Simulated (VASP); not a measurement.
# ZnO (Cmcm) in VASP: single point with r2SCAN

Aim: the single point of ZnO with r2SCAN.

Everything below comes from runs of VASP 6.6.1. Logs are shortened: lines on timing, memory, paths and dates and some standing lists are left out, and cuts for length are marked.

**1. The cell of the first run**

The structure is orthorhombic, space group Cmcm (No. 63). Conventional cell: a = 3.389 Å, b = 5.918 Å, c = 4.478 Å, α = 90.00°, β = 90.00°, γ = 90.00°. Within 2.6 Å of Zn (site symmetry m2m) lie 5 O at 1.96 to 2.24 Å. Within 2.6 Å of O (site symmetry m2m) lie 5 Zn at 1.96 to 2.24 Å.

**2. Single point, r2SCAN (uniaxial x strain -0.8%)**

File POSCAR:

```
ZnO
1.0
    3.3888595327      0.0000000000      0.0000000000
   -1.6944297663      2.9588047637      0.0000000000
    0.0000000000      0.0000000000      4.4775676808
Zn O
2 2
Direct
    0.3339543485      0.6679086970      0.2500000000
    0.6660456515      0.3320913030      0.7500000000
    0.6658846635      0.3317693270      0.2500000000
    0.3341153365      0.6682306730      0.7500000000
```

File INCAR.step1:

```
SYSTEM = ZnO
ALGO     = Normal         ! electronic algorithm
EDIFF    = 1E-4           ! SCF threshold, eV
ENCUT    = 520            ! plane-wave cutoff, eV
GGA      = PE             ! functional
ISMEAR   = 0              ! smearing method
LASPH    = .True.         ! aspherical terms in the spheres
LCHARG   = .False.        ! write CHGCAR
LREAL    = .False.        ! projectors in reciprocal space
LWAVE    = .True.         ! write WAVECAR
NBANDS   = 26             ! bands
NELM     = 60             ! most SCF steps
PREC     = Accurate       ! precision mode
SIGMA    = 0.01           ! smearing width, eV
```

File INCAR.step2:

```
SYSTEM = ZnO
ALGO     = Normal         ! electronic algorithm
EDIFF    = 1E-6           ! SCF threshold, eV
ENCUT    = 520            ! plane-wave cutoff, eV
ISIF     = 2              ! what is computed and relaxed
ISMEAR   = 0              ! smearing method
ISTART   = 1            
LASPH    = .True.         ! aspherical terms in the spheres
LCHARG   = .False.        ! write CHGCAR
LMIXTAU  = .True.       
LREAL    = .False.        ! projectors in reciprocal space
LWAVE    = .False.        ! write WAVECAR
METAGGA  = R2SCAN         ! meta-GGA
NBANDS   = 26             ! bands
NELM     = 60             ! most SCF steps
PREC     = Accurate       ! precision mode
SIGMA    = 0.01           ! smearing width, eV
```

File KPOINTS:

```
k-points
0
Gamma
  12 12 6
  0 0 0
```

Potentials or basis: VASP PAW PBE potentials, release 64 (Zn, O).

Started as:

```console
$ cat potpaw_PBE.64/Zn/POTCAR potpaw_PBE.64/O/POTCAR > POTCAR
$ cp INCAR.step1 INCAR
$ mpirun -np 1 vasp_std > vasp.out
$ cp INCAR.step2 INCAR
$ mpirun -np 1 vasp_std > vasp.out
```

OUTCAR:

```text
SYSTEM = ZnO
   EDIFF = 1E-6
   ENCUT = 520
   ISIF = 2
   ISMEAR = 0
   ISTART = 1
   LASPH = .True.
   LREAL = .False.
   METAGGA = R2SCAN
   NELM = 60
   PREC = Accurate

 ion  position               nearest neighbor table
   1  0.334  0.668  0.250-   3 1.96   3 1.96   3 1.96   4 2.24   4 2.24   2 2.98   2 2.98   2 2.98
                             2 2.98   2 2.98   2 2.98
   2  0.666  0.332  0.750-   4 1.96   4 1.96   4 1.96   3 2.24   3 2.24   1 2.98   1 2.98   1 2.98
                             1 2.98   1 2.98   1 2.98
   3  0.666  0.332  0.250-   1 1.96   1 1.96   1 1.96   2 2.24   2 2.24
   4  0.334  0.668  0.750-   2 1.96   2 1.96   2 1.96   1 2.24   1 2.24

  LATTYP: Found a base centered orthorhombic cell.
 ALAT       =     3.3888595327
 B/A-ratio  =     1.7461949869
 C/A-ratio  =     1.3212609250

  Lattice vectors:

 A1 = (   1.6944297663,  -2.9588047637,   0.0000000000)
 A2 = (   1.6944297664,   2.9588047637,   0.0000000000)
 A3 = (   0.0000000000,   0.0000000000,   4.4775676808)

Analysis of symmetry for initial positions (statically):
=====================================================================
 Subroutine PRICEL returns:
 Original cell was already a primitive cell.

 Routine SETGRP: Setting up the symmetry group for a
 base centered orthorhombic supercell.

 Subroutine GETGRP returns: Found  8 space group operations
 (whereof  4 operations were pure point group operations)
 out of a pool of  8 trial point group operations.

The static configuration has the point symmetry C_2h.
 The point group associated with its full space group is D_2h.

Analysis of symmetry for dynamics (positions and initial velocities):
=====================================================================
 Subroutine PRICEL returns:
 Original cell was already a primitive cell.

 Routine SETGRP: Setting up the symmetry group for a
 base centered orthorhombic supercell.

 Subroutine GETGRP returns: Found  8 space group operations
 (whereof  4 operations were pure point group operations)
 out of a pool of  8 trial point group operations.

The dynamic configuration has the point symmetry C_2h.
 The point group associated with its full space group is D_2h.

 Subroutine INISYM returns: Found  8 space group operations
 (whereof  4 operations are pure point group operations),
 and found     1 'primitive' translations

----------------------------------------------------------------------------------------

                                     Primitive cell

[... 95 lines left out ...]
   LREAL  =      F    real-space projection
   EDIFFG = 0.1E-04   stopping-criterion for IOM
   NSW    =      0    number of steps for IOM
   IBRION =     -1    ionic relax: 0-MD 1-quasi-New 2-CG
   NFREE  =      0    steps in history (QN), initial steepest desc. (CG)
   ISIF   =      2    stress and relaxation
   ISYM   =      2    0-nonsym 1-usesym 2-fastsym
   POTIM  = 0.5000    time-step for ionic-motion
   TEBEG  =    0.0;   TEEND  =   0.0 temperature during run
   PSTRESS=    0.0 pullay stress
   NELECT =      36.0000    total number of electrons
   NUPDOWN=      -1.0000    fix difference up-down
   EMIN   =  10.00;   EMAX   =-10.00  energy-range for DOS
   EFERMI =   0.00;   METHOD = LEGACY
   ISMEAR =     0;   SIGMA  =   0.01  broadening in eV -4-tet -1-fermi 0-gaus
   EFERMI_NEDOS =   21; number of points for ismear=-14 and -15
   IALGO  =     38    algorithm
   IMIX   =      4    mixing-type and parameters
     AMIX     =   0.40;   BMIX     =  1.00
     AMIX_MAG =   1.60;   BMIX_MAG =  1.00
  volume/ion in A,a.u.               =      11.22        75.74
  Fermi-wavevector in a.u.,A,eV,Ry     =   1.520915  2.874113 31.472764  2.313183
  Thomas-Fermi vector in A             =   2.629701
   LORBIT       =      0    0 simple, 1 ext, 2 COOP (PROOUT), +10 PAW based schemes
   METAGGA = R2SCAN    functional components
   LHFCALC =     F    Hartree Fock is set to
   AEXX    =    0.0000 exact exchange contribution
   IVDW    =     0    specifies the selected vdW correction
   LEPSILON=     F    determine dielectric tensor
   LRPA    =     F    only Hartree local field effects (RPA)
 non-spin polarized calculation
 Gauss-broadening in eV      SIGMA  =   0.01
  energy-cutoff  :      520.00
  volume of cell :       44.90
 maximum number of plane-waves:      1229
 NGX is ok and might be reduce to    28
   NGX = 13   NGY = 13   NGZ = 17

 number of electron      36.0000015 magnetization

 Free energy of the ion-electron system (eV)
  ---------------------------------------------------
  ext. energy  EPLUGINS =         0.00000000
  ---------------------------------------------------
  free energy    TOTEN  =       -36.07058979 eV

  energy without entropy =      -36.07058979  energy(sigma->0) =      -36.07058979

 E-fermi :   1.2973     XC(G=0): -12.0283

 val. band max:        1.1833565671   @ k =   0.0000   0.0000   0.0000
 cond. band min:       2.6888569634   @ k =   0.0000   0.0000   0.0000
 fundamental gap:      1.5055003963
 Fermi energy:         1.2972680333

 k-point     1 :       0.0000    0.0000    0.0000
  band No.  band energies     occupation
      1     -17.9920      2.00000
      2     -16.8268      2.00000
      3      -4.7562      2.00000
      4      -4.7432      2.00000
      5      -4.6301      2.00000
      6      -4.6200      2.00000
[... 685 lines left out ...]
     25      15.1509      0.00000
     26      15.3031      0.00000

 [... further k-points ...]

------------------------ aborting loop because EDIFF is reached ----------------------------------------

  FORCE on cell =-STRESS in cart. coord.  units (eV):
  Direction    XX          YY          ZZ          XY          YZ          ZX
  --------------------------------------------------------------------------------------
  -------------------------------------------------------------------------------------
  Total        0.8875135      0.7508941      0.5963741      0.0000000     -0.0000000      0.0000000
  in kB       31.6718561     26.7964468     21.2822377      0.0000000     -0.0000000      0.0000000
  external PRESSURE =      26.5835135 kB  Pullay stress =       0.0000000 kB

 VOLUME and BASIS-vectors are now :
 -----------------------------------------------------------------------------
  energy-cutoff  :      520.00
  volume of cell :       44.90
      direct lattice vectors                 reciprocal lattice vectors
     3.388859533  0.000000000  0.000000000     0.295084523  0.168987155  0.000000000
    -1.694429766  2.958804764  0.000000000     0.000000000  0.337974311  0.000000000
     0.000000000  0.000000000  4.477567681     0.000000000  0.000000000  0.223335541

 POSITION                                       TOTAL-FORCE (eV/Angst)
 -----------------------------------------------------------------------------------
      0.00000      1.97621      1.11939         0.000000      0.001436      0.000000
      1.69443      0.98259      3.35818        -0.000000     -0.001436      0.000000
      1.69443      0.98164      1.11939        -0.000000     -0.001906     -0.000000
      0.00000      1.97716      3.35818         0.000000      0.001906      0.000000
 -----------------------------------------------------------------------------------
    total drift:                               -0.000000      0.000000     -0.000000

  FREE ENERGIE OF THE ION-ELECTRON SYSTEM (eV)
  ---------------------------------------------------
  free  energy   TOTEN  =       -36.0705897878 eV

  energy  without entropy=      -36.0705897878  energy(sigma->0) =      -36.07058979
```

Run time: 11 min. Hardware: 1 thread of Intel Xeon Platinum 8259CL at 2.50GHz (Skylake/Cascade Lake), shared host; peak memory 0.29 GiB.

Results:

```
Free energy            : -36.0706 eV
Pressure               : 2.7 GPa
Band gap on the k mesh : 1.51 eV
```

Levels at points of the mesh, in eV from the valence-band top:
| k point | band 15 | band 16 | band 17 | band 18 | band 19 | band 20 | band 21 | band 22 |
| --- | --- | --- | --- | --- | --- | --- | --- | --- |
| (0.00, 0.00, 0.00) | -0.79 | -0.73 | -0.03 | 0.00 | 1.51 | 5.68 | 10.71 | 12.25 |
| (0.50, 0.00, 0.00) | -2.68 | -2.54 | -1.52 | -1.35 | 6.64 | 7.02 | 8.76 | 10.13 |
| (0.00, 0.50, 0.00) | -2.64 | -2.53 | -1.52 | -1.32 | 6.67 | 7.10 | 8.74 | 10.12 |
| (0.00, 0.00, 0.50) | -0.35 | -0.35 | -0.30 | -0.30 | 4.87 | 4.87 | 12.37 | 12.37 |
| (0.50, 0.00, 0.50) | -1.91 | -1.91 | -0.36 | -0.36 | 6.74 | 6.74 | 9.69 | 9.69 |
| (0.00, 0.50, 0.50) | -1.87 | -1.87 | -0.34 | -0.34 | 6.75 | 6.75 | 9.64 | 9.64 |

Caveat: the cell differs from its parent crystal (uniaxial x strain -0.8%); the PAW data sets were made with another functional, which shifts forces and pressure a little.
